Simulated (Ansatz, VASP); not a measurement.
## GaN: VASP beside Ansatz

File POSCAR:

```
GaN
1.0
    0.0224895254      2.2714420669      2.2714420669
    2.2714420669      0.0224895254      2.2714420669
    2.2714420669      2.2714420669      0.0224895254
Ga N
1 1
Direct
    0.0006617308      0.0006617308      0.0006617308
    0.2493382692      0.2493382692      0.2493382692
```

INCAR.step1

```
SYSTEM = GaN
ALGO = Normal
EDIFF = 1E-5
ENCUT = 910
GGA = PE
GGA_COMPAT = .False.
ISMEAR = 0
LASPH = .True.
LCHARG = .False.
LREAL = .False.
LWAVE = .True.
NBANDS = 16
NELM = 120
PREC = Accurate
SIGMA = 0.01
```

INCAR.step2

```
SYSTEM = GaN
ALGO = Normal
EDIFF = 1E-6
ENCUT = 910
GGA_COMPAT = .False.
ISIF = 2
ISMEAR = 0
ISTART = 1
LASPH = .True.
LCHARG = .False.
LMIXTAU = .True.
LREAL = .False.
LWAVE = .False.
METAGGA = R2SCAN
NBANDS = 16
NELM = 120
PREC = Accurate
SIGMA = 0.01
```

Contents of KPOINTS:

```
k-points
0
Gamma
  10 10 10
  0 0 0
```

Input for Ansatz:

```yaml
crystal:
  lattice:
    - [0.0224895254, 2.2714420669, 2.2714420669]
    - [2.2714420669, 0.0224895254, 2.2714420669]
    - [2.2714420669, 2.2714420669, 0.0224895254]
  atoms:
    - { symbol: Ga, position: [0.0006617308, 0.0006617308, 0.0006617308] }
    - { symbol: "N", position: [0.2493382692, 0.2493382692, 0.2493382692] }
kpoints:
  mp_grid: { grid: [10, 10, 10] }
  band_path:
    path:
      - [0.0, 0.0, 0.0]
      - [-0.5, -0.5, 0.0]
      - [-0.375, -0.375, 0.25]
      - [-0.375, 0.0, 0.375]
      - [0.0, 0.0, 0.5]
      - [-0.5, -0.25, 0.25]
    npoints: 1
hamiltonian:
  xc: r2scan
scf:
  occupations: { method: fixed }
  n_extra_bands: 4
output:
  forces: true
  stress: true
  eigenvalues: true
```

Change from the starting cell: shear_111 strain +1.5%.

Alike in both runs: task single point; functional r2SCAN; k mesh 10 × 10 × 10; no spin polarisation.

|  | VASP | Ansatz |
| --- | --- | --- |
| version | VASP 6.6.1 | Ansatz 0.2.0 |
| potentials or method | VASP PAW PBE potentials, release 64 (Ga_d, N_h) | plane waves, PAW |
| plane-wave cutoff (eV) | 910 | 500 |
| occupations | gaussian, width 0.01 eV | fixed |
| valence electrons in the cell | 18 | 18 |

Ansatz gave:

* gap on the k mesh at the Fermi level (eV): 2.03

Problem. Estimate VASP's values.

Solution. gap on the k mesh at the Fermi level (eV): 2.02.

VASP's potentials were made for PBE, not for r2SCAN.

Noted on VASP's run: the cutoff is short for stress, so the pressure is rough.
